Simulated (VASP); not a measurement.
Wanted: the native input for a VASP 6.6.1 run.

* Task: single point
* Functional: PBE
* Potentials or basis: VASP PAW PBE potentials, release 64 (Ho_3, O), 4f in core
* Cutoff: 600 eV
* k mesh: 8 × 8 × 4
* Occupations: gaussian, width 0.1 eV
* Spin: no spin polarisation
* Dipole correction: no
* Further INCAR settings: ALGO = Normal; EDIFF = 1e-06; NBANDS = 33

The structure of Ho2O lies in POSCAR:

```
Ho2O
1.0
    3.7093217779      0.0000000000      0.0000000000
    0.0000000000      3.7093217779      0.0000000000
    0.0000000000      0.0000000000     10.4453551325
Ho O
4 2
Direct
    0.5000000000      0.0000000000      0.1142141800
    0.5000000000      0.0000000000      0.6142141800
    0.0000000000      0.5000000000      0.3857858200
    0.0000000000      0.5000000000      0.8857858200
    0.0000000000      0.0000000000      0.5000000000
    0.5000000000      0.5000000000      0.0000000000
```

These files were run (other wordings do the same):

INCAR

```
SYSTEM = Ho2O
ALGO = Normal ; EDIFF = 1E-6
ENCUT = 600 ; GGA = PE
GGA_COMPAT = .False. ; ISIF = 2
ISMEAR = 0 ; LASPH = .True.
LCHARG = .False. ; LMAXMIX = 6
LREAL = .False. ; LWAVE = .False.
NBANDS = 33 ; NELM = 200
PREC = Accurate ; SIGMA = 0.1
```

KPOINTS

```
k-points
0
Gamma
  8 8 4
  0 0 0
```

Potentials or basis: VASP PAW PBE potentials, release 64 (Ho_3, O), 4f in core.

The run is started by

```sh
$ cat potpaw_PBE.64/Ho_3/POTCAR potpaw_PBE.64/O/POTCAR > POTCAR
$ mpirun -np 1 vasp_std > vasp.out
```

Results of the run:

The pressure is 0.9 GPa, the largest force is 0.135 eV/Å and the band gap on the k mesh is zero (bands 24 and 25 overlap by 0.19 eV).

Caveat: spin-orbit coupling is left out, which moves the levels of the heavy elements; the 4f electrons are frozen in the core, so they carry no moment and show no levels; the run has no spin polarisation, though such a crystal can be magnetic.

It took 5.3 min on 1 thread of Intel(R) Xeon(R) Platinum 8124M CPU @ 3.00GHz (Skylake/Cascade Lake), with other jobs on the host, peak memory 0.39 GiB.
